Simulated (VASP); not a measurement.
# C in VASP: a series of runs, part 2 of 2

VASP 6.6.1. Earlier steps stand in the parts before.

## Step 4: Single point, PBE+D3(BJ) (strain +0.1125 x Voigt [1, 0, 0, 0, 0, 0])

INCAR

```
PREC = Accurate
ENCUT = 520
EDIFF = 1E-6
ISMEAR = 0
SIGMA = 0.15
LREAL = False
LASPH = True
NELM = 100
ALGO = Normal
ISIF = 2
LWAVE = False
LCHARG = False
GGA = PE
IVDW = 12
NBANDS = 11
```

KPOINTS

```
regular mesh
0
Gamma
  24 24 6
```

POSCAR

```
C
1.0
    2.7324893055      0.0000000000      0.0000000000
   -1.3662446527      2.1271057565      0.0000000000
    0.0000000000      0.0000000000      8.5238033600
C
2
Direct
    0.3333333333      0.6666666667      0.0000000000
    0.6666666667      0.3333333333      0.0000000000
```

Potentials or basis: VASP PAW PBE potentials, release 64 (C).

On the command line:

```bash
$ cat potpaw_PBE.64/C/POTCAR > POTCAR
$ mpirun -np 1 vasp_std > vasp.out
```

OUTCAR:

```text
PREC = Accurate
   ENCUT = 520
   EDIFF = 1E-6
   ISMEAR = 0
   LREAL = False
   LASPH = True
   NELM = 100
   ISIF = 2
   GGA = PE
   IVDW = 12
 IVDW          = 12

 ion  position               nearest neighbor table
   1  0.333  0.667  0.000-   2 1.42   2 1.54   2 1.54
   2  0.667  0.333  0.000-   1 1.42   1 1.54   1 1.54

  Warning from LATTYP: Monoclinic adjustment (A1->A3, A2->A1, A3->A2)!
  LATTYP: Found a base centered orthorhombic cell.
 ALAT       =     2.7324893055
 B/A-ratio  =     1.5568996023
 C/A-ratio  =     3.1194278941

  Lattice vectors:

 A1 = (   1.3662446527,  -2.1271057565,   0.0000000000)
 A2 = (   1.3662446528,   2.1271057565,   0.0000000000)
 A3 = (   0.0000000000,   0.0000000000,   8.5238033600)

Analysis of symmetry for initial positions (statically):
=====================================================================
 Subroutine PRICEL returns:
 Original cell was already a primitive cell.

 Routine SETGRP: Setting up the symmetry group for a
 base centered orthorhombic supercell.

 Subroutine GETGRP returns: Found  8 space group operations
 (whereof  8 operations were pure point group operations)
 out of a pool of  8 trial point group operations.

The static configuration has the point symmetry D_2h.

Analysis of symmetry for dynamics (positions and initial velocities):
=====================================================================
 Subroutine PRICEL returns:
 Original cell was already a primitive cell.

 Routine SETGRP: Setting up the symmetry group for a
 base centered orthorhombic supercell.

 Subroutine GETGRP returns: Found  8 space group operations
 (whereof  8 operations were pure point group operations)
 out of a pool of  8 trial point group operations.

The dynamic configuration has the point symmetry D_2h.

 Subroutine INISYM returns: Found  8 space group operations
 (whereof  8 operations are pure point group operations),
 and found     1 'primitive' translations

----------------------------------------------------------------------------------------

                                     Primitive cell

  volume of cell :      49.5428

  direct lattice vectors                    reciprocal lattice vectors
     2.732489306  0.000000000  0.000000000     0.365966666  0.235061185  0.000000000
    -1.366244653  2.127105756  0.000000000     0.000000000  0.470122370  0.000000000
     0.000000000  0.000000000  8.523803360     0.000000000  0.000000000  0.117318521

  length of vectors
     2.732489306  2.528082940  8.523803360     0.434954436  0.470122370  0.117318521

  position of ions in fractional coordinates (direct lattice)
     0.333333333  0.666666667  0.000000000
     0.666666667  0.333333333  0.000000000

  ion indices of the primitive-cell ions
   primitive index   ion index
                 1           1
                 2           2

----------------------------------------------------------------------------------------

 KPOINTS: regular mesh

Automatic generation of k-mesh.
 Grid dimensions read from file:
 generate k-points for:   24   24    6

 Generating k-lattice:

  Cartesian coordinates                     Fractional coordinates (reciprocal lattice)
[... 40 lines left out ...]
  0.416667  0.041667  0.000000      4.000000
 [... further k-points ...]
   k-points           NKPTS =    628   k-points in BZ     NKDIM =    628   number of bands    NBANDS=     11
   number of dos      NEDOS =    301   number of ions     NIONS =      2
   total plane-waves  NPLWV =  25600
   dimension x,y,z NGX =    20 NGY =   20 NGZ =   64
   dimension x,y,z NGXF=    40 NGYF=   40 NGZF=  128
   ions per type =               2
   NGX,Y,Z   is equivalent  to a cutoff of  12.17, 13.15, 12.48 a.u.
   NGXF,Y,Z  is equivalent  to a cutoff of  24.34, 26.30, 24.96 a.u.
 SYSTEM =  unknown system
   PREC   = accura    normal or accurate (medium, high low for compatibility)
   ISTART =      0    job   : 0-new  1-cont  2-samecut
   ICHARG =      2    charge: 1-file 2-atom 10-const
   ISPIN  =      1    spin polarized calculation?
   LNONCOLLINEAR =      F non collinear calculations
   LSORBIT =      F    spin-orbit coupling
   LASPH  =      T    aspherical Exc in radial PAW
   ENCUT  =  520.0 eV  38.22 Ry    6.18 a.u.   5.08  4.70 15.85*2*pi/ulx,y,z
   NELM   =    100;   NELMIN=  2; NELMDL= -5     # of ELM steps
   EDIFF  = 0.1E-05   stopping-criterion for ELM
   LREAL  =      F    real-space projection
   EDIFFG = 0.1E-04   stopping-criterion for IOM
   NSW    =      0    number of steps for IOM
   IBRION =     -1    ionic relax: 0-MD 1-quasi-New 2-CG
   NFREE  =      0    steps in history (QN), initial steepest desc. (CG)
   ISIF   =      2    stress and relaxation
   ISYM   =      2    0-nonsym 1-usesym 2-fastsym
   POTIM  = 0.5000    time-step for ionic-motion
   TEBEG  =    0.0;   TEEND  =   0.0 temperature during run
   PSTRESS=    0.0 pullay stress
   NELECT =       8.0000    total number of electrons
   NUPDOWN=      -1.0000    fix difference up-down
   EMIN   =  10.00;   EMAX   =-10.00  energy-range for DOS
   EFERMI =   0.00;   METHOD = LEGACY
   ISMEAR =     0;   SIGMA  =   0.15  broadening in eV -4-tet -1-fermi 0-gaus
   EFERMI_NEDOS =   21; number of points for ismear=-14 and -15
   IALGO  =     38    algorithm
   IMIX   =      4    mixing-type and parameters
     AMIX     =   0.40;   BMIX     =  1.00
     AMIX_MAG =   1.60;   BMIX_MAG =  1.00
  volume/ion in A,a.u.               =      24.77       167.17
  Fermi-wavevector in a.u.,A,eV,Ry     =   0.891479  1.684651 10.813026  0.794735
  Thomas-Fermi vector in A             =   2.013305
   LORBIT       =      0    0 simple, 1 ext, 2 COOP (PROOUT), +10 PAW based schemes
   GGA     = PE    functional components
   LHFCALC =     F    Hartree Fock is set to
   AEXX    =    0.0000 exact exchange contribution
   IVDW    =    12    specifies the selected vdW correction
   LEPSILON=     F    determine dielectric tensor
   LRPA    =     F    only Hartree local field effects (RPA)
 non-spin polarized calculation
 Gauss-broadening in eV      SIGMA  =   0.15
  energy-cutoff  :      520.00
  volume of cell :       49.54
 maximum number of plane-waves:      1352
   NGX = 11   NGY =  9   NGZ = 31

 number of electron       7.9999999 magnetization

 Free energy of the ion-electron system (eV)
  ---------------------------------------------------
  ext. energy  EPLUGINS =         0.00000000
  ---------------------------------------------------
  free energy    TOTEN  =       -17.91778922 eV

  energy without entropy =      -17.91770136  energy(sigma->0) =      -17.91774529

 E-fermi :  -1.2149     XC(G=0):  -4.8774

 val. band max:       -1.4224718021   @ k =   0.2500   0.3750   0.0000
 cond. band min:      -1.0062376508   @ k =   0.2500   0.3750   0.5000
 fundamental gap:      0.4162341513
 Fermi energy:        -1.2148785388

 k-point     1 :       0.0000    0.0000    0.0000
  band No.  band energies     occupation
      1     -19.6819      2.00000
      2      -7.9733      2.00000
      3      -4.3550      2.00000
      4      -4.3339      2.00000
      5       2.1061      0.00000
      6       4.4228      0.00000
      7       5.1090      0.00000
      8       5.4685      0.00000
      9       6.1403      0.00000
     10       8.3810      0.00000
     11       9.9908      0.00000
[... 309 lines left out ...]
 k-point    24 :       0.4167    0.0417    0.0000
  band No.  band energies     occupation
      1     -15.9893      2.00000
      2     -12.8969      2.00000
      3      -6.7499      2.00000
      4      -4.0742      2.00000
      5       0.8568      0.00000
      6       6.0229      0.00000
      7       7.5148      0.00000
      8       9.5875      0.00000
      9      10.4328      0.00000
     10      11.3335      0.00000
     11      12.5756      0.00000

 [... further k-points ...]

------------------------ aborting loop because EDIFF is reached ----------------------------------------

 Edisp (eV)   -0.16994

 E8    (eV) :    -0.0524

  FORCE on cell =-STRESS in cart. coord.  units (eV):
  Direction    XX          YY          ZZ          XY          YZ          ZX
  --------------------------------------------------------------------------------------
  -------------------------------------------------------------------------------------
  Total     -10.00646    -1.12880    -0.02341    -0.00000     0.00000     0.00000
  in kB    -323.60129   -36.50468    -0.75712    -0.00000     0.00000     0.00000
  external pressure =     -120.29 kB  Pullay stress =        0.00 kB

 VOLUME and BASIS-vectors are now :
 -----------------------------------------------------------------------------
  energy-cutoff  :      520.00
  volume of cell :       49.54
      direct lattice vectors                 reciprocal lattice vectors
     2.732489306  0.000000000  0.000000000     0.365966666  0.235061185  0.000000000
    -1.366244653  2.127105756  0.000000000     0.000000000  0.470122370  0.000000000
     0.000000000  0.000000000  8.523803360     0.000000000  0.000000000  0.117318521

 POSITION                                       TOTAL-FORCE (eV/Angst)
 -----------------------------------------------------------------------------------
     -0.00000      1.41807      0.00000        -0.000000     -0.315903     -0.000000
      1.36624      0.70904      0.00000         0.000000      0.315903      0.000000
 -----------------------------------------------------------------------------------
    total drift:                                0.000000     -0.000000     -0.000000

  FREE ENERGIE OF THE ION-ELECTRON SYSTEM (eV)
  ---------------------------------------------------
  free  energy   TOTEN  =       -18.0877339407 eV

  energy  without entropy=      -18.0876460810  energy(sigma->0) =      -18.08769001
```

OSZICAR:

```text
N       E                     dE             d eps       ncg     rms          rms(c)
DAV:   1     0.239795585180E+02    0.23980E+02   -0.35339E+03 13856   0.574E+02
DAV:   2    -0.167049024125E+02   -0.40684E+02   -0.38459E+02 18747   0.125E+02
DAV:   3    -0.187303333928E+02   -0.20254E+01   -0.20151E+01 17711   0.277E+01
DAV:   4    -0.187509963276E+02   -0.20663E-01   -0.20653E-01 18729   0.336E+00
DAV:   5    -0.187511454856E+02   -0.14916E-03   -0.14915E-03 17434   0.256E-01    0.532E+00
DAV:   6    -0.181513954479E+02    0.59975E+00   -0.48835E-01 16951   0.409E+00    0.309E+00
DAV:   7    -0.179218655117E+02    0.22953E+00   -0.65989E-01 16934   0.470E+00    0.735E-01
DAV:   8    -0.179167690969E+02    0.50964E-02   -0.20057E-02 17433   0.898E-01    0.105E-01
DAV:   9    -0.179162782307E+02    0.49087E-03   -0.67779E-04 16510   0.167E-01    0.794E-02
DAV:  10    -0.179167173013E+02   -0.43907E-03   -0.13473E-03 15088   0.163E-01    0.502E-02
DAV:  11    -0.179171701037E+02   -0.45280E-03   -0.15611E-04 15136   0.682E-02    0.250E-02
DAV:  12    -0.179177346330E+02   -0.56453E-03   -0.35860E-05 14798   0.466E-02    0.443E-03
DAV:  13    -0.179177706207E+02   -0.35988E-04   -0.23131E-06 15013   0.124E-02    0.262E-03
DAV:  14    -0.179177889459E+02   -0.18325E-04   -0.17739E-06 15293   0.737E-03    0.132E-03
DAV:  15    -0.179177892159E+02   -0.26998E-06   -0.39617E-08 16365   0.138E-03
   1 F= -.18087734E+02 E0= -.18087690E+02  d E =-.878596E-04
```

stdout:

```text
POSCAR found type information on POSCAR C
 POSCAR found :  1 types and       2 ions
 scaLAPACK will be used
 LDA part: xc-table for (Slater+PW92), standard interpolation
 POSCAR, INCAR and KPOINTS ok, starting setup
 FFT: planning ... GRIDC
 FFT: planning ... GRID_SOFT
 FFT: planning ... GRID
 WAVECAR not read
 entering main loop
```

Wall time 1.9 min (1 thread of Intel Xeon 6975P-C (Granite Rapids), shared host); peak memory 0.38 GiB.

What came out:

```
Free energy                : -18.0877 eV
Largest force              : 0.316 eV/Å
Dispersion energy per atom : -0.085 eV
```

Forces on the atoms (eV/Å):
```
C    0.000 -0.316  0.000
C    0.000  0.316  0.000
```

Caveat: the cell differs from its parent crystal (strain +0.1125 x Voigt [1, 0, 0, 0, 0, 0]).

## Step 5: Summary

| cell | largest force (eV/Å) |
| --- | --- |
| a = 2.825, b = 2.553, c = 8.524 Å, angles 90.0, 90.0, 123.6°, 2 atoms | 0.04 |
| a = 2.088, b = 2.369, c = 8.524 Å, angles 90.0, 90.0, 116.1°, 2 atoms | 5.08 |
| a = 2.732, b = 2.528, c = 8.524 Å, angles 90.0, 90.0, 122.7°, 2 atoms | 0.32 |

Alike in all rows: task single point; level PBE+D3(BJ); potentials or basis VASP PAW PBE potentials, release 64 (C); no spin polarisation; k mesh 24 × 24 × 6; cutoff (eV) 520; smearing gaussian 0.15 eV.

Total energies depend on the potentials used, so only differences within one code and one set of settings carry meaning.
